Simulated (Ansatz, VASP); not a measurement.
# One calculation of C, two programs

POSCAR

```
C
1.0
    2.4554526557      0.0000000000      0.0000000000
   -1.2277263278      2.1264843776      0.0000000000
    0.0000000000      0.0000000000      6.7304039101
C
4
Direct
    0.0000000000      0.0000000000      0.2500000000
    0.0000000000      0.0000000000      0.7500000000
    0.3333333333      0.6666666667      0.2500000000
    0.6666666667      0.3333333333      0.7500000000
```

File INCAR.step1:

```
SYSTEM = C
PREC = Accurate ; ENCUT = 600
ISMEAR = -1 ; SIGMA = 0.15
LREAL = .FALSE. ; LASPH = .TRUE.
NELM = 80 ; GGA = PE
ALGO = Normal ; EDIFF = 1E-4
LWAVE = .TRUE. ; LCHARG = .FALSE.
```

Contents of INCAR.step2:

```
SYSTEM = C
PREC = Accurate ; ENCUT = 600
EDIFF = 1E-6 ; ISMEAR = -1
SIGMA = 0.15 ; LREAL = .FALSE.
LASPH = .TRUE. ; NELM = 80
ALGO = Normal ; ISIF = 3
LWAVE = .FALSE. ; LCHARG = .FALSE.
METAGGA = R2SCAN ; LMIXTAU = .TRUE.
IVDW = 12 ; VDW_S6 = 1.0
VDW_S8 = 0.78981345 ; VDW_A1 = 0.49484001
VDW_A2 = 5.73083694 ; IBRION = 2
NSW = 80 ; EDIFFG = -0.001
ISTART = 1
```

KPOINTS

```
regular mesh
0
G
  21 21 6
  0 0 0
```

Input for Ansatz:

```yaml
crystal:
  lattice:
    - [2.4554526557, 0.0, 0.0]
    - [-1.2277263278, 2.1264843776, 0.0]
    - [0.0, 0.0, 6.7304039101]
  atoms:
    - { symbol: C, position: [0.0, 0.0, 0.25] }
    - { symbol: C, position: [0.0, 0.0, 0.75] }
    - { symbol: C, position: [0.3333333333, 0.6666666667, 0.25] }
    - { symbol: C, position: [0.6666666667, 0.3333333333, 0.75] }
basis:
  ecutwfc: 500
kpoints:
  mp_grid: { grid: [21, 21, 6] }
hamiltonian:
  xc: r2scan
  dispersion: d3bj
scf:
  occupations: { method: fermi_dirac, width: 0.15 }
output:
  forces: true
  stress: true
  eigenvalues: true
relax:
  adjacent_minimum: "off"
  f_tol: 0.001
  max_steps: 60
  cell: { stress_tol: 0.01 }
```

Alike in both runs: task relaxation of cell and atoms; functional r2SCAN; dispersion D3(BJ); k mesh 21 × 21 × 6; occupations fermi-dirac, width 0.15 eV; no spin polarisation.

|  | VASP | Ansatz |
| --- | --- | --- |
| version | VASP 6.6.1 | Ansatz 0.2.0 |
| potentials or method | VASP PAW PBE potentials, release 64 (C), cutoff 600 eV | scalar-relativistic, plane waves, PAW |
| valence electrons in the cell | 16 | 16 |

```csv
,VASP,Ansatz,Ansatz less VASP
"gap on the k mesh at the Fermi level, each at its own relaxed structure (eV)",none,none,-
relaxed volume (Å³/atom),8.70,8.79,+0.090
relaxed length of the cell vector where the two differ most in proportion (Å),6.657,6.730,+0.0731
```

VASP's potentials were made for PBE, not for r2SCAN. A gap of «none» marks a metal or a gap that the smearing closes. Ansatz's warnings: dispersion damping borrowed.
